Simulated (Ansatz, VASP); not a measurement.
C: VASP beside Ansatz

```
C
1.0
     2.34410    0.00000    0.00000
    -1.17205    2.03005    0.00000
     0.00000    0.00000   12.27370
C
12
Direct
  0.00000 0.00000 0.18686
  0.00000 0.00000 0.68686
  0.00000 0.00000 0.31314
  0.00000 0.00000 0.81314
  0.33333 0.66667 0.52077
  0.66667 0.33333 0.02077
  0.33333 0.66667 0.97923
  0.66667 0.33333 0.47923
  0.33333 0.66667 0.64510
  0.66667 0.33333 0.14510
  0.33333 0.66667 0.85490
  0.66667 0.33333 0.35490
```

Alike in both runs: task single point; functional PBE; k mesh 12 × 12 × 2; occupations gaussian, width 0.05 eV; no spin polarisation.

|  | VASP | Ansatz |
| --- | --- | --- |
| version | VASP 6.6.1 | Ansatz 0.2.0 |
| potentials or method | VASP PAW PBE potentials, release 64 (C), cutoff 520 eV | scalar-relativistic, plane waves, PAW |
| valence electrons in the cell | 48 | 48 |

|  | VASP | Ansatz | Ansatz less VASP |
| --- | --- | --- | --- |
| gap on the k mesh at the Fermi level (eV) | 4.21 | 4.21 | +0.005 |
| least direct gap on the mesh (eV) | 4.21 | 4.21 | +0.005 |
| rms of the force components (eV/Å) | 0.384 | 0.371 | -0.0126 |

Atom by atom the forces differ by 0.013 eV/Å (rms over components). The functional is the same, so the differences come from potentials, cutoffs and numerics.
